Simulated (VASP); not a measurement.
Set up this calculation in VASP 6.6.1, as the native input.

```yaml
Task: single point
Functional: PBE
Potentials_or_basis: VASP PAW PBE potentials, release 64 (Ti_sv, Al)
Cutoff: 520 eV
k_mesh: 14 × 14 × 14
Occupations: gaussian, width 0.1 eV
Spin: no spin polarisation
Dipole_correction: no
Further_INCAR_settings: ALGO = Fast; EDIFF = 1e-07; NBANDS = 14
```

The structure of TiAl lies in POSCAR:

```
TiAl
1.0
    3.2567921148      0.0000000000      0.0000000000
    0.0000000000      3.2567921148      0.0000000000
    0.0000000000      0.0000000000      3.2567921148
Ti Al
1 1
Direct
    0.0000000000      0.0000000000      0.0000000000
    0.5000000000      0.5000000000      0.5000000000
```

This cell differs from its parent crystal: strained.

The input as run:

INCAR

```
PREC = Accurate
ENCUT = 520
EDIFF = 1E-7
ISMEAR = 0
SIGMA = 0.1
LREAL = False
LASPH = True
NELM = 60
ALGO = Fast
ISIF = 2
LWAVE = False
LCHARG = False
GGA = PE
NBANDS = 14
```

KPOINTS

```
Automatic mesh
0
Gamma
  14 14 14
```

Potentials or basis: VASP PAW PBE potentials, release 64 (Ti_sv, Al).

Run with:

```bash
$ cat potpaw_PBE.64/Ti_sv/POTCAR potpaw_PBE.64/Al/POTCAR > POTCAR
$ mpirun -np 1 vasp_std > vasp.out
```

Results of the run:

```
Pressure               : -6.4 GPa
Band gap on the k mesh : zero (an odd number of electrons rules out a gap without spin polarisation)
```

Caveat: the cell differs from its parent crystal (strained); the cell stands under tension.

Run time: 35 s on 1 thread of Intel(R) Xeon(R) 6975P-C (Granite Rapids), on a shared host, peak memory 0.18 GiB.
